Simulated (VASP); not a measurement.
# Ge (Fd-3m) in VASP: single point with PBE

Aim: the single point of Ge with PBE.

Everything below comes from runs of VASP 6.6.1. Logs are shortened: lines on timing, memory, paths and dates and some standing lists are left out, and cuts for length are marked.

**1. The cell of the first run**

It takes space group Fd-3m (No. 227, cubic). Conventional cell: a = 5.765 Å, b = 5.765 Å, c = 5.765 Å, α = 90.00°, β = 90.00°, γ = 90.00°. Within 3.3 Å of Ge (site symmetry -43m) lie 4 Ge at 2.50 Å.

**2. Single point, PBE**

Contents of INCAR:

```
PREC = Accurate
ENCUT = 520
EDIFF = 1E-6
ISMEAR = -1
SIGMA = 0.13605693000000002
LREAL = F
LASPH = T
NELM = 60
ALGO = Normal
ISIF = 2
LWAVE = F
LCHARG = F
GGA = PE
NBANDS = 21
```

Contents of KPOINTS:

```
regular mesh
0
Gamma
  8 8 8
```

Contents of POSCAR:

```
Ge
1.0
    0.0000000000      2.8825347412      2.8825347412
    2.8825347412      0.0000000000      2.8825347412
    2.8825347412      2.8825347412      0.0000000000
Ge
2
Direct
    0.0000000000      0.0000000000      0.0000000000
    0.2500000000      0.2500000000      0.2500000000
```

Potentials or basis: VASP PAW PBE potentials, release 64 (Ge_d).

Run with:

```bash
$ cat potpaw_PBE.64/Ge_d/POTCAR > POTCAR
$ mpirun -np 1 vasp_std > vasp.out
```

OUTCAR:

```text
PREC = Accurate
   ENCUT = 520
   EDIFF = 1E-6
   ISMEAR = -1
   LREAL = F
   LASPH = T
   NELM = 60
   ISIF = 2
   GGA = PE

 ion  position               nearest neighbor table
   1  0.000  0.000  0.000-   2 2.50   2 2.50   2 2.50   2 2.50
   2  0.250  0.250  0.250-   1 2.50   1 2.50   1 2.50   1 2.50

  LATTYP: Found a face centered cubic cell.
 ALAT       =     5.7650694824

  Lattice vectors:

 A1 = (   0.0000000000,   2.8825347412,   2.8825347412)
 A2 = (   2.8825347412,   0.0000000000,   2.8825347412)
 A3 = (   2.8825347412,   2.8825347412,   0.0000000000)

Analysis of symmetry for initial positions (statically):
=====================================================================
 Subroutine PRICEL returns:
 Original cell was already a primitive cell.

 Routine SETGRP: Setting up the symmetry group for a
 face centered cubic supercell.

 Subroutine GETGRP returns: Found 48 space group operations
 (whereof 24 operations were pure point group operations)
 out of a pool of 48 trial point group operations.

The static configuration has the point symmetry T_d .
 The point group associated with its full space group is O_h .

Analysis of symmetry for dynamics (positions and initial velocities):
=====================================================================
 Subroutine PRICEL returns:
 Original cell was already a primitive cell.

 Routine SETGRP: Setting up the symmetry group for a
 face centered cubic supercell.

 Subroutine GETGRP returns: Found 48 space group operations
 (whereof 24 operations were pure point group operations)
 out of a pool of 48 trial point group operations.

The dynamic configuration has the point symmetry T_d .
 The point group associated with its full space group is O_h .

 Subroutine INISYM returns: Found 48 space group operations
 (whereof 24 operations are pure point group operations),
 and found     1 'primitive' translations

----------------------------------------------------------------------------------------

                                     Primitive cell

  volume of cell :      47.9020

  direct lattice vectors                    reciprocal lattice vectors
     0.000000000  2.882534741  2.882534741    -0.173458447  0.173458447  0.173458447
     2.882534741  0.000000000  2.882534741     0.173458447 -0.173458447  0.173458447
     2.882534741  2.882534741  0.000000000     0.173458447  0.173458447 -0.173458447

  length of vectors
     4.076519725  4.076519725  4.076519725     0.300438843  0.300438843  0.300438843

  position of ions in fractional coordinates (direct lattice)
     0.000000000  0.000000000  0.000000000
     0.250000000  0.250000000  0.250000000

  ion indices of the primitive-cell ions
   primitive index   ion index
                 1           1
                 2           2

----------------------------------------------------------------------------------------

 KPOINTS: regular mesh

Automatic generation of k-mesh.
 Grid dimensions read from file:
 generate k-points for:    8    8    8

 Generating k-lattice:

  Cartesian coordinates                     Fractional coordinates (reciprocal lattice)
    -0.021682306  0.021682306  0.021682306     0.125000000  0.000000000  0.000000000
     0.021682306 -0.021682306  0.021682306     0.000000000  0.125000000  0.000000000
     0.021682306  0.021682306 -0.021682306     0.000000000  0.000000000  0.125000000

  Length of vectors
     0.037554855  0.037554855  0.037554855

  Shift w.r.t. Gamma in fractional coordinates (k-lattice)
     0.000000000  0.000000000  0.000000000

 Subroutine IBZKPT returns following result:
 ===========================================

 Found     29 irreducible k-points:

 Following reciprocal coordinates:
            Coordinates               Weight
  0.000000  0.000000  0.000000      1.000000
  0.125000  0.000000  0.000000      8.000000
  0.250000  0.000000  0.000000      8.000000
  0.375000  0.000000  0.000000      8.000000
  0.500000  0.000000  0.000000      4.000000
  0.125000  0.125000  0.000000      6.000000
[... 16 lines left out ...]
  0.500000  0.250000  0.125000     48.000000
 -0.375000  0.250000  0.125000     24.000000
 [... further k-points ...]
   k-points           NKPTS =     29   k-points in BZ     NKDIM =     29   number of bands    NBANDS=     21
   number of dos      NEDOS =    301   number of ions     NIONS =      2
   total plane-waves  NPLWV =  27000
   dimension x,y,z NGX =    30 NGY =   30 NGZ =   30
   dimension x,y,z NGXF=    60 NGYF=   60 NGZF=   60
   ions per type =               2
   NGX,Y,Z   is equivalent  to a cutoff of  12.23, 12.23, 12.23 a.u.
   NGXF,Y,Z  is equivalent  to a cutoff of  24.47, 24.47, 24.47 a.u.
 SYSTEM =  unknown system
   PREC   = accura    normal or accurate (medium, high low for compatibility)
   ISTART =      0    job   : 0-new  1-cont  2-samecut
   ICHARG =      2    charge: 1-file 2-atom 10-const
   ISPIN  =      1    spin polarized calculation?
   LNONCOLLINEAR =      F non collinear calculations
   LSORBIT =      F    spin-orbit coupling
   LASPH  =      T    aspherical Exc in radial PAW
   ENCUT  =  520.0 eV  38.22 Ry    6.18 a.u.   7.58  7.58  7.58*2*pi/ulx,y,z
   NELM   =     60;   NELMIN=  2; NELMDL= -5     # of ELM steps
   EDIFF  = 0.1E-05   stopping-criterion for ELM
   LREAL  =      F    real-space projection
   EDIFFG = 0.1E-04   stopping-criterion for IOM
   NSW    =      0    number of steps for IOM
   IBRION =     -1    ionic relax: 0-MD 1-quasi-New 2-CG
   NFREE  =      0    steps in history (QN), initial steepest desc. (CG)
   ISIF   =      2    stress and relaxation
   ISYM   =      2    0-nonsym 1-usesym 2-fastsym
   POTIM  = 0.5000    time-step for ionic-motion
   TEBEG  =    0.0;   TEEND  =   0.0 temperature during run
   PSTRESS=    0.0 pullay stress
   NELECT =      28.0000    total number of electrons
   NUPDOWN=      -1.0000    fix difference up-down
   EMIN   =  10.00;   EMAX   =-10.00  energy-range for DOS
   EFERMI =   0.00;   METHOD = LEGACY
   ISMEAR =    -1;   SIGMA  =   0.14  broadening in eV -4-tet -1-fermi 0-gaus
   EFERMI_NEDOS =   21; number of points for ismear=-14 and -15
   IALGO  =     38    algorithm
   IMIX   =      4    mixing-type and parameters
     AMIX     =   0.40;   BMIX     =  1.00
     AMIX_MAG =   1.60;   BMIX_MAG =  1.00
  volume/ion in A,a.u.               =      23.95       161.63
  Fermi-wavevector in a.u.,A,eV,Ry     =   1.368809  2.586675 25.492406  1.873639
  Thomas-Fermi vector in A             =   2.494740
   LORBIT       =      0    0 simple, 1 ext, 2 COOP (PROOUT), +10 PAW based schemes
   GGA     = PE    functional components
   LHFCALC =     F    Hartree Fock is set to
   AEXX    =    0.0000 exact exchange contribution
   IVDW    =     0    specifies the selected vdW correction
   LEPSILON=     F    determine dielectric tensor
   LRPA    =     F    only Hartree local field effects (RPA)
 non-spin polarized calculation
  energy-cutoff  :      520.00
  volume of cell :       47.90
 maximum number of plane-waves:      1308
   NGX = 15   NGY = 15   NGZ = 15

 number of electron      27.9999978 magnetization

 Free energy of the ion-electron system (eV)
  ---------------------------------------------------
  ext. energy  EPLUGINS =         0.00000000
  ---------------------------------------------------
  free energy    TOTEN  =        -9.03096540 eV

  energy without entropy =       -9.01995949  energy(sigma->0) =       -9.02546244

 E-fermi :   4.4281     XC(G=0):  -9.6606

 val. band max:        4.1484914991   @ k =   0.1250   0.0000   0.0000
 cond. band min:       4.4587620807   @ k =   0.0000   0.0000   0.0000
 fundamental gap:      0.3102705815
 Fermi energy:         4.4280939246

 k-point     1 :       0.0000    0.0000    0.0000
  band No.  band energies     occupation
      1     -20.2834      2.00000
      2     -20.2834      2.00000
      3     -20.2834      2.00000
      4     -20.2514      2.00000
      5     -20.2514      2.00000
      6     -20.0693      2.00000
[... 13 lines left out ...]
     20      13.7921      0.00000
     21      13.7921      0.00000

 k-point     2 :       0.1250    0.0000    0.0000
  band No.  band energies     occupation
      1     -20.2903      2.00000
      2     -20.2903      2.00000
      3     -20.2812      2.00000
      4     -20.2418      2.00000
      5     -20.2418      2.00000
      6     -20.0807      2.00000
[... 13 lines left out ...]
     20      12.9528      0.00000
     21      12.9528      0.00000

 k-point     3 :       0.2500    0.0000    0.0000
  band No.  band energies     occupation
      1     -20.2990      2.00000
      2     -20.2990      2.00000
      3     -20.2758      2.00000
      4     -20.2271      2.00000
      5     -20.2271      2.00000
      6     -20.0930      2.00000
[... 13 lines left out ...]
     20      12.7033      0.00000
     21      12.7033      0.00000

 k-point     4 :       0.3750    0.0000    0.0000
  band No.  band energies     occupation
      1     -20.3035      2.00000
      2     -20.3035      2.00000
      3     -20.2701      2.00000
      4     -20.2179      2.00000
      5     -20.2179      2.00000
      6     -20.0996      2.00000
[... 13 lines left out ...]
     20      13.7926      0.00000
     21      13.7926      0.00000

 k-point     5 :       0.5000    0.0000    0.0000
  band No.  band energies     occupation
      1     -20.3047      2.00000
      2     -20.3047      2.00000
      3     -20.2678      2.00000
      4     -20.2153      2.00000
      5     -20.2153      2.00000
      6     -20.1012      2.00000
[... 13 lines left out ...]
     20      14.8824      0.00000
     21      15.3886      0.00000
[... 382 lines left out ...]
     20      15.5162      0.00000
     21      16.9905      0.00000

 k-point    22 :       0.3750    0.2500    0.1250
  band No.  band energies     occupation
      1     -20.3079      2.00000
      2     -20.3061      2.00000
      3     -20.2685      2.00000
      4     -20.2205      2.00000
      5     -20.1962      2.00000
      6     -20.1358      2.00000
[... 13 lines left out ...]
     20      14.3102      0.00000
     21      14.5861      0.00000

 k-point    23 :       0.5000    0.2500    0.1250
  band No.  band energies     occupation
      1     -20.3184      2.00000
      2     -20.3116      2.00000
      3     -20.2496      2.00000
      4     -20.2075      2.00000
      5     -20.1853      2.00000
      6     -20.1434      2.00000
[... 13 lines left out ...]
     20      13.8582      0.00000
     21      15.7025      0.00000

 k-point    24 :      -0.3750    0.2500    0.1250
  band No.  band energies     occupation
      1     -20.3229      2.00000
      2     -20.3128      2.00000
      3     -20.2410      2.00000
      4     -20.1980      2.00000
      5     -20.1865      2.00000
      6     -20.1392      2.00000
[... 13 lines left out ...]
     20      15.2365      0.00000
     21      15.5981      0.00000

 [... further k-points ...]
[... 5 lines left out ...]
  --------------------------------------------------------------------------------------
  -------------------------------------------------------------------------------------
  Total       -0.0150227     -0.0150227     -0.0150227      0.0000000      0.0000000      0.0000000
  in kB       -0.5024647     -0.5024647     -0.5024647      0.0000000      0.0000000      0.0000000
  external PRESSURE =      -0.5024647 kB  Pullay stress =       0.0000000 kB

 VOLUME and BASIS-vectors are now :
 -----------------------------------------------------------------------------
  energy-cutoff  :      520.00
  volume of cell :       47.90
      direct lattice vectors                 reciprocal lattice vectors
     0.000000000  2.882534741  2.882534741    -0.173458447  0.173458447  0.173458447
     2.882534741  0.000000000  2.882534741     0.173458447 -0.173458447  0.173458447
     2.882534741  2.882534741  0.000000000     0.173458447  0.173458447 -0.173458447

 POSITION                                       TOTAL-FORCE (eV/Angst)
 -----------------------------------------------------------------------------------
      0.00000      0.00000      0.00000        -0.000000     -0.000000     -0.000000
      1.44127      1.44127      1.44127         0.000000      0.000000      0.000000
 -----------------------------------------------------------------------------------
    total drift:                                0.000000      0.000000      0.000000

  FREE ENERGIE OF THE ION-ELECTRON SYSTEM (eV)
  ---------------------------------------------------
  free  energy   TOTEN  =        -9.0309653997 eV

  energy  without entropy=       -9.0199594896  energy(sigma->0) =       -9.02546244
```

It took 19 s on 1 thread of Intel Xeon Platinum 8488C (Sapphire Rapids), shared host; peak memory 0.17 GiB.

What came out:

```yaml
Free_energy: -9.0310 eV
Pressure: -0.1 GPa
Band_gap_on_the_k_mesh: zero (filled and empty bands touch)
```
